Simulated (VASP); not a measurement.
Here is a VASP 6.6.1 calculation.

File INCAR:

```
SYSTEM = BN
ALGO     = Normal         ! electronic algorithm
EDIFF    = 1E-6           ! SCF threshold, eV
EDIFFG   = -0.02          ! ionic threshold
ENCUT    = 520            ! plane-wave cutoff, eV
GGA      = PE             ! functional
IBRION   = 2              ! ionic algorithm
ISIF     = 2              ! what is computed and relaxed
ISMEAR   = -1             ! smearing method
LASPH    = .True.         ! aspherical terms in the spheres
LCHARG   = .False.        ! write CHGCAR
LREAL    = .False.        ! projectors in reciprocal space
LWAVE    = .False.        ! write WAVECAR
NELM     = 100            ! most SCF steps
NSW      = 80             ! ionic steps
PREC     = Accurate       ! precision mode
SIGMA    = 0.02           ! smearing width, eV
```

File KPOINTS:

```
k-points
0
Gamma
  13 13 5
  0 0 0
```

Contents of POSCAR:

```
BN
1.0
    2.5400000000      0.0000000000      0.0000000000
   -1.2700000000      2.1997045256      0.0000000000
    0.0000000000      0.0000000000      6.5980000000
B N
2 2
Direct
    0.3333333333      0.6666666667      0.2500000000
    0.6666666667      0.3333333333      0.7500000000
    0.3333333333      0.6666666667      0.7500000000
    0.6666666667      0.3333333333      0.2500000000
```

Potentials or basis: VASP PAW PBE potentials, release 64 (B, N).

The run is started by

```console
$ cat potpaw_PBE.64/B/POTCAR potpaw_PBE.64/N/POTCAR > POTCAR
$ mpirun -np 1 vasp_std > vasp.out
```

Question: Estimate the band gap on the k mesh.

Answer: 4.21 eV (least direct gap 4.55 eV).

Stress tensor (GPa, compression positive):
```
-10.99   0.00   0.00
  0.00 -10.99   0.00
  0.00   0.00   2.93
```

Caveat: the relaxation stopped at its first step, so nothing moved; an odd mesh through Γ misses points on the zone boundary, where band edges can lie; this functional lacks dispersion, which binds the layers, so the pressure and a relaxed spacing across them are unreliable.
